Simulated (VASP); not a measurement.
Ti, 3 atoms in the cell. The structure is hexagonal, space group P6/mmm (No. 191). The conventional cell has a = 4.600 Å, b = 4.600 Å, c = 2.820 Å, α = 90.00°, β = 90.00°, γ = 120.00°. Within 3.7 Å of Ti (site symmetry 6/mmm) lie 14 Ti at 2.82 to 3.01 Å. Ti (site symmetry -6m2) has 11 Ti at 2.66 to 3.01 Å within 3.5 Å. This isn't the form of Ti at room conditions, which is hcp.

* Program: VASP 6.6.1
* Task: single point
* Functional: LDA
* Potentials or basis: VASP PAW LDA potentials, release 64 (Ti_sv)
* Cutoff: 520 eV
* k mesh: 7 × 7 × 10
* Occupations: gaussian, width 0.1 eV
* Spin: no spin polarisation
* Dipole correction: no
* Further INCAR settings: ALGO = Normal; EDIFF = 1e-06; NBANDS = 25

Potentials or basis: VASP PAW LDA potentials, release 64 (Ti_sv).

Command:

```sh
$ cat potpaw_LDA.64/Ti_sv/POTCAR > POTCAR
$ mpirun -np 1 vasp_std > vasp.out
```

Hardware: 1 thread of Intel Xeon 8259CL, with other jobs on the host.

Task: How long does it take, and how much memory?

Result: It took 98 s on 1 thread of Intel Xeon 8259CL, with other jobs on the host, peak memory 0.18 GiB. Counts: scf iterations 15, k points 48.
